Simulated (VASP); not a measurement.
# AlN (F-43m) in VASP: a series of runs

The runs below take AlN through single point, relaxation of cell and atoms, with PBE.

All numbers are computed with VASP 6.6.1; they aren't measurements. Logs are shortened: lines on timing, memory, paths and dates and some standing lists are left out, and cuts for length are marked.

## 1. The cell of the first run

Symmetry: F-43m, No. 216, cubic system. The conventional cell has a = 4.183 Å, b = 4.183 Å, c = 4.183 Å, α = 90.00°, β = 90.00°, γ = 90.00°. Within 2.4 Å of Al (site symmetry -43m) lie 4 N at 1.81 Å. N (site symmetry -43m) has 4 Al at 1.81 Å within 2.4 Å.

## 2. Single point, PBE

The input, INCAR:

```
PREC = Accurate
ENCUT = 600
EDIFF = 1E-6
ISMEAR = 0
SIGMA = 0.01
LREAL = False
LASPH = True
NELM = 120
ALGO = Normal
ISIF = 2
LWAVE = False
LCHARG = False
GGA = PE
NBANDS = 11
GGA_COMPAT = False
```

The input, KPOINTS:

```
regular mesh
0
Gamma
  10 10 10
```

The input, POSCAR:

```
AlN
1.0
    0.0000000000      2.0913710329      2.0913710329
    2.0913710329      0.0000000000      2.0913710329
    2.0913710329      2.0913710329      0.0000000000
Al N
1 1
Direct
    0.0000000000      0.0000000000      0.0000000000
    0.7500000000      0.7500000000      0.7500000000
```

Potentials or basis: VASP PAW PBE potentials, release 64 (Al, N).

The run is started by

```bash
$ cat potpaw_PBE.64/Al/POTCAR potpaw_PBE.64/N/POTCAR > POTCAR
$ mpirun -np 1 vasp_std > vasp.out
```

OUTCAR:

```text
PREC = Accurate
   ENCUT = 600
   EDIFF = 1E-6
   ISMEAR = 0
   LREAL = False
   LASPH = True
   NELM = 120
   ISIF = 2
   GGA = PE

 ion  position               nearest neighbor table
   1  0.000  0.000  0.000-   2 1.81   2 1.81   2 1.81   2 1.81
   2  0.750  0.750  0.750-   1 1.81   1 1.81   1 1.81   1 1.81

  LATTYP: Found a face centered cubic cell.
 ALAT       =     4.1827420658

  Lattice vectors:

 A1 = (   0.0000000000,   2.0913710329,   2.0913710329)
 A2 = (   2.0913710329,   0.0000000000,   2.0913710329)
 A3 = (   2.0913710329,   2.0913710329,   0.0000000000)

Analysis of symmetry for initial positions (statically):
=====================================================================
 Subroutine PRICEL returns:
 Original cell was already a primitive cell.

 Routine SETGRP: Setting up the symmetry group for a
 face centered cubic supercell.

 Subroutine GETGRP returns: Found 24 space group operations
 (whereof 24 operations were pure point group operations)
 out of a pool of 48 trial point group operations.

The static configuration has the point symmetry T_d .

Analysis of symmetry for dynamics (positions and initial velocities):
=====================================================================
 Subroutine PRICEL returns:
 Original cell was already a primitive cell.

 Routine SETGRP: Setting up the symmetry group for a
 face centered cubic supercell.

 Subroutine GETGRP returns: Found 24 space group operations
 (whereof 24 operations were pure point group operations)
 out of a pool of 48 trial point group operations.

The dynamic configuration has the point symmetry T_d .

 Subroutine INISYM returns: Found 24 space group operations
 (whereof 24 operations are pure point group operations),
 and found     1 'primitive' translations

----------------------------------------------------------------------------------------

                                     Primitive cell

  volume of cell :      18.2946

  direct lattice vectors                    reciprocal lattice vectors
     0.000000000  2.091371033  2.091371033    -0.239077616  0.239077616  0.239077616
     2.091371033  0.000000000  2.091371033     0.239077616 -0.239077616  0.239077616
     2.091371033  2.091371033  0.000000000     0.239077616  0.239077616 -0.239077616

  length of vectors
     2.957645279  2.957645279  2.957645279     0.414094577  0.414094577  0.414094577

  position of ions in fractional coordinates (direct lattice)
     0.000000000  0.000000000  0.000000000
[... 81 lines left out ...]
   NSW    =      0    number of steps for IOM
   IBRION =     -1    ionic relax: 0-MD 1-quasi-New 2-CG
   NFREE  =      0    steps in history (QN), initial steepest desc. (CG)
   ISIF   =      2    stress and relaxation
   ISYM   =      2    0-nonsym 1-usesym 2-fastsym
   POTIM  = 0.5000    time-step for ionic-motion
   TEBEG  =    0.0;   TEEND  =   0.0 temperature during run
   PSTRESS=    0.0 pullay stress
   NELECT =       8.0000    total number of electrons
   NUPDOWN=      -1.0000    fix difference up-down
   EMIN   =  10.00;   EMAX   =-10.00  energy-range for DOS
   EFERMI =   0.00;   METHOD = LEGACY
   ISMEAR =     0;   SIGMA  =   0.01  broadening in eV -4-tet -1-fermi 0-gaus
   EFERMI_NEDOS =   21; number of points for ismear=-14 and -15
   IALGO  =     38    algorithm
   IMIX   =      4    mixing-type and parameters
     AMIX     =   0.40;   BMIX     =  1.00
     AMIX_MAG =   1.60;   BMIX_MAG =  1.00
  volume/ion in A,a.u.               =       9.15        61.73
  Fermi-wavevector in a.u.,A,eV,Ry     =   1.242597  2.348168 21.008049  1.544048
  Thomas-Fermi vector in A             =   2.376945
   LORBIT       =      0    0 simple, 1 ext, 2 COOP (PROOUT), +10 PAW based schemes
   GGA     = PE    functional components
   LHFCALC =     F    Hartree Fock is set to
   AEXX    =    0.0000 exact exchange contribution
   IVDW    =     0    specifies the selected vdW correction
   LEPSILON=     F    determine dielectric tensor
   LRPA    =     F    only Hartree local field effects (RPA)
 non-spin polarized calculation
 Gauss-broadening in eV      SIGMA  =   0.01
  energy-cutoff  :      600.00
  volume of cell :       18.29
 maximum number of plane-waves:       620
   NGX = 11   NGY = 11   NGZ = 11

 number of electron       8.0000001 magnetization

 Free energy of the ion-electron system (eV)
  ---------------------------------------------------
  ext. energy  EPLUGINS =         0.00000000
  ---------------------------------------------------
  free energy    TOTEN  =       -14.51529471 eV

  energy without entropy =      -14.51529471  energy(sigma->0) =      -14.51529471

 E-fermi :   7.3312     XC(G=0): -11.5144

 val. band max:        7.2645488031   @ k =   0.0000   0.0000   0.0000
 cond. band min:      10.6380254844   @ k =   0.5000   0.5000   0.0000
 fundamental gap:      3.3734766813
 Fermi energy:         7.3312038869

 k-point     1 :       0.0000    0.0000    0.0000
  band No.  band energies     occupation
      1      -8.5079      2.00000
      2       7.2645      2.00000
      3       7.2645      2.00000
      4       7.2645      2.00000
      5      12.6646      0.00000
      6      21.1696      0.00000
      7      21.1696      0.00000
      8      21.1696      0.00000
      9      26.0249      0.00000
     10      26.0249      0.00000
     11      27.7093      0.00000
[... 309 lines left out ...]
 k-point    24 :       0.4000    0.3000    0.0000
  band No.  band energies     occupation
      1      -6.1284      2.00000
      2       2.8390      2.00000
      3       5.4278      2.00000
      4       5.7580      2.00000
      5      12.4630      0.00000
      6      17.6519      0.00000
      7      21.2319      0.00000
      8      23.3332      0.00000
      9      23.9632      0.00000
     10      30.1304      0.00000
     11      33.0650      0.00000

 [... further k-points ...]
[... 5 lines left out ...]
  --------------------------------------------------------------------------------------
  -------------------------------------------------------------------------------------
  Total        4.5434738      4.5434738      4.5434738      0.0000000      0.0000000      0.0000000
  in kB      397.9012924    397.9012924    397.9012924      0.0000000      0.0000000      0.0000000
  external PRESSURE =     397.9012924 kB  Pullay stress =       0.0000000 kB

 VOLUME and BASIS-vectors are now :
 -----------------------------------------------------------------------------
  energy-cutoff  :      600.00
  volume of cell :       18.29
      direct lattice vectors                 reciprocal lattice vectors
     0.000000000  2.091371033  2.091371033    -0.239077616  0.239077616  0.239077616
     2.091371033  0.000000000  2.091371033     0.239077616 -0.239077616  0.239077616
     2.091371033  2.091371033  0.000000000     0.239077616  0.239077616 -0.239077616

 POSITION                                       TOTAL-FORCE (eV/Angst)
 -----------------------------------------------------------------------------------
      0.00000      0.00000      0.00000         0.000000      0.000000      0.000000
      3.13706      3.13706      3.13706        -0.000000     -0.000000     -0.000000
 -----------------------------------------------------------------------------------
    total drift:                               -0.000000     -0.000000     -0.000000

  FREE ENERGIE OF THE ION-ELECTRON SYSTEM (eV)
  ---------------------------------------------------
  free  energy   TOTEN  =       -14.5152947130 eV

  energy  without entropy=      -14.5152947130  energy(sigma->0) =      -14.51529471
```

OSZICAR:

```text
N       E                     dE             d eps       ncg     rms          rms(c)
DAV:   1     0.157505044865E+02    0.15751E+02   -0.43119E+03  1042   0.699E+02
DAV:   2    -0.161932702577E+02   -0.31944E+02   -0.30655E+02  1245   0.165E+02
DAV:   3    -0.171786054614E+02   -0.98534E+00   -0.98379E+00  1290   0.272E+01
DAV:   4    -0.171834990016E+02   -0.48935E-02   -0.48931E-02  1184   0.200E+00
DAV:   5    -0.171835554651E+02   -0.56463E-04   -0.56463E-04  1270   0.207E-01    0.933E+00
DAV:   6    -0.145439362898E+02    0.26396E+01   -0.11586E+01  1275   0.188E+01    0.305E+00
DAV:   7    -0.145221378456E+02    0.21798E-01   -0.27606E-01  1190   0.372E+00    0.224E+00
DAV:   8    -0.145164713760E+02    0.56665E-02   -0.26331E-02  1163   0.163E+00    0.570E-01
DAV:   9    -0.145152541071E+02    0.12173E-02   -0.33762E-03  1241   0.374E-01    0.245E-01
DAV:  10    -0.145152825792E+02   -0.28472E-04   -0.36692E-04  1160   0.127E-01    0.308E-02
DAV:  11    -0.145152944915E+02   -0.11912E-04   -0.15575E-05  1196   0.306E-02    0.111E-02
DAV:  12    -0.145152947130E+02   -0.22156E-06   -0.34084E-07   793   0.449E-03
   1 F= -.14515295E+02 E0= -.14515295E+02  d E =-.857200E-24
```

stdout:

```text
POSCAR found type information on POSCAR AlN
 POSCAR found :  2 types and       2 ions
 scaLAPACK will be used
 LDA part: xc-table for (Slater+PW92), standard interpolation
 POSCAR, INCAR and KPOINTS ok, starting setup
 FFT: planning ... GRIDC
 FFT: planning ... GRID_SOFT
 FFT: planning ... GRID
 WAVECAR not read
 entering main loop
```

Wall time 12 s (1 thread of AMD EPYC 7R43 (Zen 3), shared host); peak memory 0.1 GiB.

Results:

```yaml
Free_energy: -14.5153 eV
Pressure: 39.8 GPa
Band_gap_on_the_k_mesh: 3.37 eV, indirect (least direct gap 5.28 eV)
```

## 3. Relaxation of cell and atoms, PBE, target pressure 40 GPa, at which the enthalpy is minimised

This run uses another cell than the first one, of 10.67 Å³/atom, 1.167 times its volume.

The input, INCAR:

```
ALGO = Normal
EDIFF = 1E-7
EDIFFG = -0.001
ENCUT = 600
GGA = PE
GGA_COMPAT = False
IBRION = 2
ISIF = 3
ISMEAR = 0
LASPH = True
LCHARG = False
LREAL = False
LWAVE = False
NELM = 120
NELMIN = 4
NSW = 80
PREC = Accurate
PSTRESS = 400.0
SIGMA = 0.01
```

The input, KPOINTS:

```
k-points
0
Gamma
  10 10 10
```

The input, POSCAR:

```
AlN
1.0
    0.0000000000      2.2015871054      2.2015871054
    2.2015871054      0.0000000000      2.2015871054
    2.2015871054      2.2015871054      0.0000000000
Al N
1 1
Direct
    0.0000000000      0.0000000000      0.0000000000
    0.7500000000      0.7500000000      0.7500000000
```

Potentials or basis: VASP PAW PBE potentials, release 64 (Al, N).

The run is started by

```bash
$ cat potpaw_PBE.64/Al/POTCAR potpaw_PBE.64/N/POTCAR > POTCAR
$ mpirun -np 1 vasp_std > vasp.out
```

OUTCAR:

```text
EDIFF = 1E-7
   EDIFFG = -0.001
   ENCUT = 600
   GGA = PE
   IBRION = 2
   ISIF = 3
   ISMEAR = 0
   LASPH = True
   LREAL = False
   NELM = 120
   NELMIN = 4
   NSW = 80
   PREC = Accurate
   PSTRESS = 400.0

 ion  position               nearest neighbor table
   1  0.000  0.000  0.000-   2 1.91   2 1.91   2 1.91   2 1.91
   2  0.750  0.750  0.750-   1 1.91   1 1.91   1 1.91   1 1.91

  LATTYP: Found a face centered cubic cell.
 ALAT       =     4.4031742108

  Lattice vectors:

 A1 = (   0.0000000000,   2.2015871054,   2.2015871054)
 A2 = (   2.2015871054,   0.0000000000,   2.2015871054)
 A3 = (   2.2015871054,   2.2015871054,   0.0000000000)

Analysis of symmetry for initial positions (statically):
=====================================================================
 Subroutine PRICEL returns:
 Original cell was already a primitive cell.

[... 214 lines left out ...]
 cond. band min:      13.7463044099   @ k =   0.5000   0.5000   0.0000
 fundamental gap:      3.3778755029
 Fermi energy:        10.4533752716

 k-point     1 :       0.0000    0.0000    0.0000
  band No.  band energies     occupation
      1      -7.2406      2.00000
      2      10.3415      2.00000
      3      10.3415      2.00000
      4      10.3415      2.00000
      5      18.5246      0.00000
      6      27.3280      0.00000
      7      27.3280      0.00000
      8      27.3280      0.00000
[... 442 lines left out ...]
--------------------------------------- Ionic step        7  -------------------------------------------

 number of electron       8.0000000 magnetization

 Free energy of the ion-electron system (eV)
  ---------------------------------------------------
  ext. energy  EPLUGINS =         0.00000000
  ---------------------------------------------------
  free energy    TOTEN  =       -14.51704161 eV

  energy without entropy =      -14.51704161  energy(sigma->0) =      -14.51704161

 E-fermi :   7.3921     XC(G=0): -11.5175

 val. band max:        7.2709277868   @ k =   0.0000   0.0000   0.0000
 cond. band min:      10.6452769426   @ k =   0.5000   0.5000   0.0000
 fundamental gap:      3.3743491558
 Fermi energy:         7.3920673942

 k-point     1 :       0.0000    0.0000    0.0000
  band No.  band energies     occupation
      1      -8.5054      2.00000
      2       7.2709      2.00000
      3       7.2709      2.00000
      4       7.2709      2.00000
      5      12.6783      0.00000
      6      21.1830      0.00000
      7      21.1830      0.00000
      8      21.1830      0.00000
[... 286 lines left out ...]
  energy  without entropy=      -14.5170416080  energy(sigma->0) =      -14.51704161

  enthalpy is  TOTEN    =        -9.9525402213 eV   P V=        4.5645013867

 reached required accuracy - stopping structural energy minimisation
```

OSZICAR:

```text
N       E                     dE             d eps       ncg     rms          rms(c)
DAV:   1     0.159715694586E+02    0.15972E+02   -0.43894E+03   760   0.939E+02
DAV:   2    -0.164437321062E+02   -0.32415E+02   -0.31710E+02   952   0.169E+02
DAV:   3    -0.171825901068E+02   -0.73886E+00   -0.73886E+00   904   0.328E+01
DAV:   4    -0.171848833922E+02   -0.22933E-02   -0.22933E-02  1136   0.164E+00
[... 55 lines left out ...]
       N       E                     dE             d eps       ncg     rms          rms(c)
DAV:   1    -0.145170560605E+02    0.38534E-02   -0.40010E-04   752   0.191E-01    0.269E-02
DAV:   2    -0.145170416707E+02    0.14390E-04   -0.74273E-05   808   0.667E-02    0.735E-03
DAV:   3    -0.145170415813E+02    0.89387E-07   -0.18155E-06   976   0.136E-02    0.218E-03
DAV:   4    -0.145170416080E+02   -0.26748E-07   -0.46447E-08   408   0.268E-03
   7 F= -.99525402E+01 E0= -.99525402E+01  d E =-.538149E-05
```

CONTCAR:

```text
AlN
   1.00000000000000
     0.0000000000000000    2.0909227098501026    2.0909227098501026
     2.0909227098501026    0.0000000000000000    2.0909227098501026
     2.0909227098501026    2.0909227098501026    0.0000000000000000
  Al              N
     1     1
Direct
     0.0000000000000000    0.0000000000000000    0.0000000000000000
     0.7500000000000000    0.7500000000000000    0.7500000000000000

  0.00000000E+00  0.00000000E+00  0.00000000E+00
  0.00000000E+00  0.00000000E+00  0.00000000E+00
```

Wall time 53 s (1 thread of AMD EPYC 7R43 (Zen 3), shared host); peak memory 0.13 GiB.

What came out:

| Property | Result |
| --- | --- |
| Free energy | -14.5170 eV |
| Relaxed volume | 9.14 Å³/atom |
| Relaxed cell | a = 2.957 Å, b = 2.957 Å, c = 2.957 Å, α = 60.00°, β = 60.00°, γ = 60.00° |
| Space group after relaxing (to 0.05 Å) | F-43m (No. 216) |
| Energy change on relaxing (the enthalpy is what falls) | +165.9 meV/atom |
| Ionic steps | 7 |
| Pressure after relaxing | 40.0 GPa |
| Band gap on the k mesh | 3.37 eV, indirect (least direct gap 5.28 eV) |

The path:
```csv
step,energy change (eV),largest force (eV/Å),pressure (GPa),volume (Å³)
1,0.0000,0.0000,-0.39,21.34
2,2.9003,0.0000,179.96,14.06
3,0.2776,0.0000,35.85,18.51
4,0.3201,0.0000,39.13,18.33
5,0.3343,0.0000,40.19,18.27
6,0.3280,0.0000,39.72,18.30
7,0.3319,0.0000,40.01,18.28
```

Final structure:
```xyz
2
Lattice="0.0000 2.0909 2.0909 2.0909 0.0000 2.0909 2.0909 2.0909 0.0000" Properties=species:S:1:pos:R:3 pbc="T T T"
Al    0.0000    0.0000    0.0000
N     3.1364    3.1364    3.1364
```

Caveat: the cell is relaxed towards a set pressure, so the enthalpy falls and the energy may rise. Expect the measured gap to be larger: semilocal functionals such as PBE lack the derivative discontinuity.
